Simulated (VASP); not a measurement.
# GaN (F-43m) in VASP: a series of runs

Aim: see how the results for GaN move with the level of theory and the settings. Levels: r2SCAN+D3(BJ), r2SCAN. Tasks: single point.

Program: VASP 6.6.1. These are calculated values, not measurements. Logs are shortened: lines on timing, memory, paths and dates and some standing lists are left out, and cuts for length are marked.

## Step 1: The cell of the first run

It takes space group F-43m (No. 216, cubic). Conventional cell: a = 4.507 Å, b = 4.507 Å, c = 4.507 Å, α = 90.00°, β = 90.00°, γ = 90.00°. Ga (site symmetry -43m) has 4 N at 1.95 Å within 2.6 Å. Within 2.6 Å of N (site symmetry -43m) lie 4 Ga at 1.95 Å.

## Step 2: Single point, r2SCAN+D3(BJ)

Contents of POSCAR:

```
GaN
1.0
    0.0000000000      2.2535006075      2.2535006075
    2.2535006075      0.0000000000      2.2535006075
    2.2535006075      2.2535006075      0.0000000000
Ga N
1 1
Direct
    0.0000000000      0.0000000000      0.0000000000
    0.7500000000      0.7500000000      0.7500000000
```

Contents of INCAR.step1:

```
SYSTEM = GaN
PREC = Accurate ; ENCUT = 520
ISMEAR = 0 ; SIGMA = 0.02
LREAL = .FALSE. ; LASPH = .TRUE.
NELM = 60 ; NBANDS = 16
GGA = PE ; ALGO = Normal
EDIFF = 1E-4 ; LWAVE = .TRUE.
LCHARG = .FALSE.
```

Contents of INCAR.step2:

```
SYSTEM = GaN
PREC = Accurate ; ENCUT = 520
EDIFF = 1E-7 ; ISMEAR = 0
SIGMA = 0.02 ; LREAL = .FALSE.
LASPH = .TRUE. ; NELM = 60
ALGO = Normal ; ISIF = 2
LWAVE = .FALSE. ; LCHARG = .FALSE.
METAGGA = R2SCAN ; LMIXTAU = .TRUE.
IVDW = 12 ; VDW_S6 = 1.0
VDW_S8 = 0.78981345 ; VDW_A1 = 0.49484001
VDW_A2 = 5.73083694 ; NBANDS = 16
ISTART = 1
```

Contents of KPOINTS:

```
Automatic mesh
0
G
  10 10 10
  0 0 0
```

Potentials or basis: VASP PAW PBE potentials, release 64 (Ga_d, N).

Run with:

```bash
> cat potpaw_PBE.64/Ga_d/POTCAR potpaw_PBE.64/N/POTCAR > POTCAR
> cp INCAR.step1 INCAR
> mpirun -np 1 vasp_std > vasp.out
> cp INCAR.step2 INCAR
> mpirun -np 1 vasp_std > vasp.out
```

OUTCAR:

```text
SYSTEM = GaN
   PREC = Accurate
   ENCUT = 520
   EDIFF = 1E-7
   ISMEAR = 0
   LREAL = .FALSE.
   LASPH = .TRUE.
   NELM = 60
   ISIF = 2
   METAGGA = R2SCAN
   IVDW = 12
   ISTART = 1
 IVDW          = 12

 ion  position               nearest neighbor table
   1  0.000  0.000  0.000-   2 1.95   2 1.95   2 1.95   2 1.95
   2  0.750  0.750  0.750-   1 1.95   1 1.95   1 1.95   1 1.95

  LATTYP: Found a face centered cubic cell.
 ALAT       =     4.5070012150

  Lattice vectors:

 A1 = (   0.0000000000,   2.2535006075,   2.2535006075)
 A2 = (   2.2535006075,   0.0000000000,   2.2535006075)
 A3 = (   2.2535006075,   2.2535006075,   0.0000000000)

Analysis of symmetry for initial positions (statically):
=====================================================================
 Subroutine PRICEL returns:
 Original cell was already a primitive cell.

 Routine SETGRP: Setting up the symmetry group for a
 face centered cubic supercell.

 Subroutine GETGRP returns: Found 24 space group operations
 (whereof 24 operations were pure point group operations)
 out of a pool of 48 trial point group operations.

The static configuration has the point symmetry T_d .

Analysis of symmetry for dynamics (positions and initial velocities):
=====================================================================
 Subroutine PRICEL returns:
 Original cell was already a primitive cell.

 Routine SETGRP: Setting up the symmetry group for a
 face centered cubic supercell.

 Subroutine GETGRP returns: Found 24 space group operations
 (whereof 24 operations were pure point group operations)
 out of a pool of 48 trial point group operations.

The dynamic configuration has the point symmetry T_d .

 Subroutine INISYM returns: Found 24 space group operations
 (whereof 24 operations are pure point group operations),
 and found     1 'primitive' translations

----------------------------------------------------------------------------------------

                                     Primitive cell

  volume of cell :      22.8877

  direct lattice vectors                    reciprocal lattice vectors
     0.000000000  2.253500607  2.253500607    -0.221877020  0.221877020  0.221877020
     2.253500607  0.000000000  2.253500607     0.221877020 -0.221877020  0.221877020
     2.253500607  2.253500607  0.000000000     0.221877020  0.221877020 -0.221877020

  length of vectors
     3.186931122  3.186931122  3.186931122     0.384302272  0.384302272  0.384302272

  position of ions in fractional coordinates (direct lattice)
     0.000000000  0.000000000  0.000000000
     0.750000000  0.750000000  0.750000000

  ion indices of the primitive-cell ions
   primitive index   ion index
                 1           1
                 2           2

----------------------------------------------------------------------------------------

 KPOINTS: Automatic mesh

Automatic generation of k-mesh.
 Grid dimensions read from file:
 generate k-points for:   10   10   10

 Generating k-lattice:

  Cartesian coordinates                     Fractional coordinates (reciprocal lattice)
    -0.022187702  0.022187702  0.022187702     0.100000000  0.000000000  0.000000000
     0.022187702 -0.022187702  0.022187702     0.000000000  0.100000000  0.000000000
     0.022187702  0.022187702 -0.022187702     0.000000000  0.000000000  0.100000000

  Length of vectors
     0.038430227  0.038430227  0.038430227

  Shift w.r.t. Gamma in fractional coordinates (k-lattice)
     0.000000000  0.000000000  0.000000000

 Subroutine IBZKPT returns following result:
 ===========================================

 Found     47 irreducible k-points:

 Following reciprocal coordinates:
            Coordinates               Weight
  0.000000  0.000000  0.000000      1.000000
  0.100000  0.000000  0.000000      8.000000
  0.200000  0.000000  0.000000      8.000000
  0.300000  0.000000  0.000000      8.000000
  0.400000  0.000000  0.000000      8.000000
  0.500000  0.000000  0.000000      4.000000
[... 16 lines left out ...]
  0.300000  0.300000  0.000000      6.000000
  0.400000  0.300000  0.000000     24.000000
 [... further k-points ...]
   k-points           NKPTS =     47   k-points in BZ     NKDIM =     47   number of bands    NBANDS=     16
   number of dos      NEDOS =    301   number of ions     NIONS =      2
   total plane-waves  NPLWV =  13824
   dimension x,y,z NGX =    24 NGY =   24 NGZ =   24
   dimension x,y,z NGXF=    48 NGYF=   48 NGZF=   48
   ions per type =               1   1
   NGX,Y,Z   is equivalent  to a cutoff of  12.52, 12.52, 12.52 a.u.
   NGXF,Y,Z  is equivalent  to a cutoff of  25.04, 25.04, 25.04 a.u.
 SYSTEM =  GaN
   PREC   = accura    normal or accurate (medium, high low for compatibility)
   ISTART =      1    job   : 0-new  1-cont  2-samecut
   ICHARG =      0    charge: 1-file 2-atom 10-const
   ISPIN  =      1    spin polarized calculation?
   LNONCOLLINEAR =      F non collinear calculations
   LSORBIT =      F    spin-orbit coupling
   LASPH  =      T    aspherical Exc in radial PAW
   ENCUT  =  520.0 eV  38.22 Ry    6.18 a.u.   5.93  5.93  5.93*2*pi/ulx,y,z
   NELM   =     60;   NELMIN=  2; NELMDL=  0     # of ELM steps
   EDIFF  = 0.1E-06   stopping-criterion for ELM
   LREAL  =      F    real-space projection
   EDIFFG = 0.1E-05   stopping-criterion for IOM
   NSW    =      0    number of steps for IOM
   IBRION =     -1    ionic relax: 0-MD 1-quasi-New 2-CG
   NFREE  =      0    steps in history (QN), initial steepest desc. (CG)
   ISIF   =      2    stress and relaxation
   ISYM   =      2    0-nonsym 1-usesym 2-fastsym
   POTIM  = 0.5000    time-step for ionic-motion
   TEBEG  =    0.0;   TEEND  =   0.0 temperature during run
   PSTRESS=    0.0 pullay stress
   NELECT =      18.0000    total number of electrons
   NUPDOWN=      -1.0000    fix difference up-down
   EMIN   =  10.00;   EMAX   =-10.00  energy-range for DOS
   EFERMI =   0.00;   METHOD = LEGACY
   ISMEAR =     0;   SIGMA  =   0.02  broadening in eV -4-tet -1-fermi 0-gaus
   EFERMI_NEDOS =   21; number of points for ismear=-14 and -15
   IALGO  =     38    algorithm
   IMIX   =      4    mixing-type and parameters
     AMIX     =   0.40;   BMIX     =  1.00
     AMIX_MAG =   1.60;   BMIX_MAG =  1.00
  volume/ion in A,a.u.               =      11.44        77.23
  Fermi-wavevector in a.u.,A,eV,Ry     =   1.511117  2.855596 31.068543  2.283473
  Thomas-Fermi vector in A             =   2.621216
   LORBIT       =      0    0 simple, 1 ext, 2 COOP (PROOUT), +10 PAW based schemes
   METAGGA = R2SCAN    functional components
   LHFCALC =     F    Hartree Fock is set to
   AEXX    =    0.0000 exact exchange contribution
   IVDW    =    12    specifies the selected vdW correction
   LEPSILON=     F    determine dielectric tensor
   LRPA    =     F    only Hartree local field effects (RPA)
 non-spin polarized calculation
 Gauss-broadening in eV      SIGMA  =   0.02
  energy-cutoff  :      520.00
  volume of cell :       22.89
 maximum number of plane-waves:       636
   NGX = 11   NGY = 11   NGZ = 11

 number of electron      18.0000004 magnetization

 Free energy of the ion-electron system (eV)
  ---------------------------------------------------
  ext. energy  EPLUGINS =         0.00000000
  ---------------------------------------------------
  free energy    TOTEN  =       -21.89693466 eV

  energy without entropy =      -21.89693466  energy(sigma->0) =      -21.89693466

 E-fermi :   5.1938     XC(G=0): -12.6348

 val. band max:        5.0164029617   @ k =   0.0000   0.0000   0.0000
 cond. band min:       7.1357599946   @ k =   0.0000   0.0000   0.0000
 fundamental gap:      2.1193570329
 Fermi energy:         5.1937814468

 k-point     1 :       0.0000    0.0000    0.0000
  band No.  band energies     occupation
      1     -11.7141      2.00000
      2      -8.8141      2.00000
      3      -8.8141      2.00000
      4      -8.8141      2.00000
      5      -8.4636      2.00000
      6      -8.4636      2.00000
[... 8 lines left out ...]
     15      24.7422      0.00000
     16      24.7422      0.00000

 k-point     2 :       0.1000    0.0000    0.0000
  band No.  band energies     occupation
      1     -11.6035      2.00000
      2      -8.7999      2.00000
      3      -8.7999      2.00000
      4      -8.7737      2.00000
      5      -8.4648      2.00000
      6      -8.4648      2.00000
[... 8 lines left out ...]
     15      23.3253      0.00000
     16      23.4295      0.00000

 k-point     3 :       0.2000    0.0000    0.0000
  band No.  band energies     occupation
      1     -11.3207      2.00000
      2      -8.7666      2.00000
      3      -8.7665      2.00000
      4      -8.6117      2.00000
      5      -8.4636      2.00000
      6      -8.4636      2.00000
[... 8 lines left out ...]
     15      22.5371      0.00000
     16      22.5371      0.00000

 k-point     4 :       0.3000    0.0000    0.0000
  band No.  band energies     occupation
      1     -11.0047      2.00000
      2      -8.7356      2.00000
      3      -8.7356      2.00000
      4      -8.4507      2.00000
      5      -8.4506      2.00000
      6      -8.2351      2.00000
[... 8 lines left out ...]
     15      23.0879      0.00000
     16      23.0879      0.00000
[... 324 lines left out ...]
 k-point    22 :      -0.2000    0.2000    0.0000
  band No.  band energies     occupation
      1     -10.9070      2.00000
      2      -8.7151      2.00000
      3      -8.7054      2.00000
      4      -8.4854      2.00000
      5      -8.4786      2.00000
      6      -8.0667      2.00000
[... 8 lines left out ...]
     15      23.3410      0.00000
     16      26.5736      0.00000

 k-point    23 :       0.3000    0.3000    0.0000
  band No.  band energies     occupation
      1     -10.8115      2.00000
      2      -8.6411      2.00000
      3      -8.6161      2.00000
      4      -8.6160      2.00000
      5      -8.4118      2.00000
      6      -8.0588      2.00000
[... 8 lines left out ...]
     15      27.8362      0.00000
     16      28.5270      0.00000

 k-point    24 :       0.4000    0.3000    0.0000
  band No.  band energies     occupation
      1     -10.6695      2.00000
      2      -8.6606      2.00000
      3      -8.5790      2.00000
      4      -8.5757      2.00000
      5      -8.4019      2.00000
      6      -7.6394      2.00000
[... 8 lines left out ...]
     15      28.3249      0.00000
     16      28.3724      0.00000

 [... further k-points ...]

------------------------ aborting loop because EDIFF is reached ----------------------------------------

 Edisp (eV)   -0.23934

 E8    (eV) :    -0.0753

  FORCE on cell =-STRESS in cart. coord.  units (eV):
  Direction    XX          YY          ZZ          XY          YZ          ZX
  --------------------------------------------------------------------------------------
  -------------------------------------------------------------------------------------
  Total      -0.25491    -0.25491    -0.25491     0.00000    -0.00000    -0.00000
  in kB     -17.84387   -17.84387   -17.84387     0.00000    -0.00000    -0.00000
  external pressure =      -17.84 kB  Pullay stress =        0.00 kB

 VOLUME and BASIS-vectors are now :
 -----------------------------------------------------------------------------
  energy-cutoff  :      520.00
  volume of cell :       22.89
      direct lattice vectors                 reciprocal lattice vectors
     0.000000000  2.253500607  2.253500607    -0.221877020  0.221877020  0.221877020
     2.253500607  0.000000000  2.253500607     0.221877020 -0.221877020  0.221877020
     2.253500607  2.253500607  0.000000000     0.221877020  0.221877020 -0.221877020

 POSITION                                       TOTAL-FORCE (eV/Angst)
 -----------------------------------------------------------------------------------
      0.00000      0.00000      0.00000        -0.000000     -0.000000      0.000000
      3.38025      3.38025      3.38025         0.000000      0.000000     -0.000000
 -----------------------------------------------------------------------------------
    total drift:                               -0.000009     -0.000009     -0.000009

  FREE ENERGIE OF THE ION-ELECTRON SYSTEM (eV)
  ---------------------------------------------------
  free  energy   TOTEN  =       -22.1362699005 eV

  energy  without entropy=      -22.1362699005  energy(sigma->0) =      -22.13626990
```

Wall time 46 s (1 thread of Intel Xeon Platinum 8488C (Sapphire Rapids), shared host); peak memory 0.16 GiB.

What came out:

```
Free energy                : -22.1363 eV
Pressure                   : -1.8 GPa
Band gap on the k mesh     : 2.12 eV, direct
Dispersion energy per atom : -0.120 eV
```

Caveat: three body term missing; the PAW data sets were made with another functional, which shifts forces and pressure a little. r2SCAN opens gaps a little over a GGA but as a rule still falls short of measured ones.

## Step 3: Single point, r2SCAN

This run uses another cell than the first one, of 11.37 Å³/atom, 0.994 times its volume.

Contents of POSCAR:

```
GaN
1.0
    0.0000000000      2.2489367656      2.2489367656
    2.2489367656      0.0000000000      2.2489367656
    2.2489367656      2.2489367656      0.0000000000
Ga N
1 1
Direct
    0.0000000000      0.0000000000      0.0000000000
    0.7500000000      0.7500000000      0.7500000000
```

Contents of INCAR.step1:

```
PREC = Accurate
ENCUT = 520
ISMEAR = 0
SIGMA = 0.02
LREAL = False
LASPH = True
NELM = 60
NBANDS = 16
GGA = PE
ALGO = Normal
EDIFF = 1E-4
LWAVE = True
LCHARG = False
```

Contents of INCAR.step2:

```
PREC = Accurate
ENCUT = 520
EDIFF = 1E-6
ISMEAR = 0
SIGMA = 0.02
LREAL = False
LASPH = True
NELM = 60
ALGO = Normal
ISIF = 2
LWAVE = False
LCHARG = False
METAGGA = R2SCAN
LMIXTAU = True
NBANDS = 16
ISTART = 1
```

Contents of KPOINTS:

```
Automatic mesh
0
Gamma
  10 10 10
```

Potentials or basis: VASP PAW PBE potentials, release 64 (Ga_d, N).

Run with:

```bash
> cat potpaw_PBE.64/Ga_d/POTCAR potpaw_PBE.64/N/POTCAR > POTCAR
> cp INCAR.step1 INCAR
> mpirun -np 1 vasp_std > vasp.out
> cp INCAR.step2 INCAR
> mpirun -np 1 vasp_std > vasp.out
```

Wall time 36 s (1 thread of Intel Xeon Platinum 8488C (Sapphire Rapids), shared host); peak memory 0.15 GiB.

The run converged. Its results:

```
Free energy            : -21.8964 eV
Pressure               : 1.1 GPa
Band gap on the k mesh : 2.16 eV, direct
```

Levels at points of the mesh, in eV from the valence-band top:
```tsv
k point	band 6	band 7	band 8	band 9	band 10	band 11	band 12	band 13
(0.00, 0.00, 0.00)	-13.48	0.00	0.00	0.00	2.16	11.04	11.04	11.04
(0.50, 0.00, 0.00)	-12.35	-7.20	-1.00	-1.00	5.21	9.47	11.03	11.03
(0.50, 0.50, 0.00)	-11.97	-6.24	-2.80	-2.80	3.77	7.28	12.63	15.01
```

Caveat: the PAW data sets were made with another functional, which shifts forces and pressure a little. r2SCAN opens gaps a little over a GGA but as a rule still falls short of measured ones.
